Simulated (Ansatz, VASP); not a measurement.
## One calculation of Ca4AlO, two programs

```xyz
6
Lattice="0.0000 4.5423 4.5423 4.5423 0.0000 4.5423 4.5423 4.5423 0.0000" Properties=species:S:1:pos:R:3 pbc="T T T"
Ca    5.6815    3.4031    5.6815
Ca    3.4031    3.4031    3.4031
Ca    3.4031    5.6815    5.6815
Ca    5.6815    5.6815    3.4031
Al    0.0000    0.0000    0.0000
O     6.8134    6.8134    6.8134
```

Alike in both runs: functional PBE; k mesh 8 × 8 × 8; occupations gaussian, width 0.1 eV; no spin polarisation.

Ansatz relaxed the structure, and its values are those at the end. VASP's run is a single point on that final structure, the one shown.

|  | VASP | Ansatz |
| --- | --- | --- |
| version | VASP 6.6.1 | Ansatz 0.2.0 |
| potentials or method | VASP PAW PBE potentials, release 64 (Ca_sv, Al, O), cutoff 520 eV | scalar-relativistic, plane waves, PAW |
| valence electrons in the cell | 49 | 49 |

|  | VASP | Ansatz | Ansatz less VASP |
| --- | --- | --- | --- |
| gap on the k mesh at the Fermi level (eV) | none | none | - |
| pressure (GPa) | 0.0 | 0.0 | 0.00 |

A gap of «none» marks a metal or a gap that the smearing closes.
